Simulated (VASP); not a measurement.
# I: single point with PBEsol

I:

```
CELL_PARAMETERS angstrom
-1.58232 1.58232 4.23615
1.58232 -1.58232 4.23615
1.58232 1.58232 -4.23615
ATOMIC_POSITIONS crystal
I 0.00000 0.00000 0.00000
```

This cell differs from its parent crystal: strained.

```
Program             : VASP 6.6.1
Task                : single point
Functional          : PBEsol
Potentials or basis : VASP PAW PBE potentials, release 64 (I)
Cutoff              : 520 eV
k mesh              : 18 × 18 × 18
Occupations         : gaussian, width 0.1 eV
Spin                : no spin polarisation
```

* Pressure: 0.1 GPa

Stress tensor (GPa, compression positive):
```
 0.50  0.00  0.00
 0.00  0.50  0.00
 0.00  0.00 -0.57
```

Levels at points of the mesh, in eV from the Fermi level:
| k point | band 1 | band 2 | band 3 | band 4 | band 5 | band 6 | band 7 | band 8 | band 9 |
| --- | --- | --- | --- | --- | --- | --- | --- | --- | --- |
| (0.00, 0.00, 0.00) | -14.08 | -2.51 | 1.03 | 1.03 | 3.91 | 7.30 | 8.10 | 12.58 | 12.77 |
| (0.50, 0.00, 0.00) | -12.52 | -5.51 | -1.82 | 2.09 | 4.60 | 9.55 | 9.71 | 10.88 | 11.85 |
| (0.50, 0.50, 0.00) | -11.01 | -4.23 | -4.07 | -0.51 | 3.66 | 6.36 | 9.12 | 10.08 | 11.21 |
| (0.50, 0.50, 0.50) | -13.95 | -4.00 | 0.92 | 0.92 | 7.00 | 7.55 | 9.22 | 12.32 | 14.88 |

Run time: 2.7 min on 1 thread of Intel(R) Xeon(R) Platinum 8259CL CPU @ 2.50GHz (Skylake/Cascade Lake), on a shared host, peak memory 0.34 GiB.

Caveat: the cell differs from its parent crystal (strained); the PAW data sets were made with another functional, which shifts forces and pressure a little; spin-orbit coupling is left out, which moves the levels of the heavy elements; an odd number of electrons without spin polarisation forces a metal; a magnetic or distorted state may lie lower.
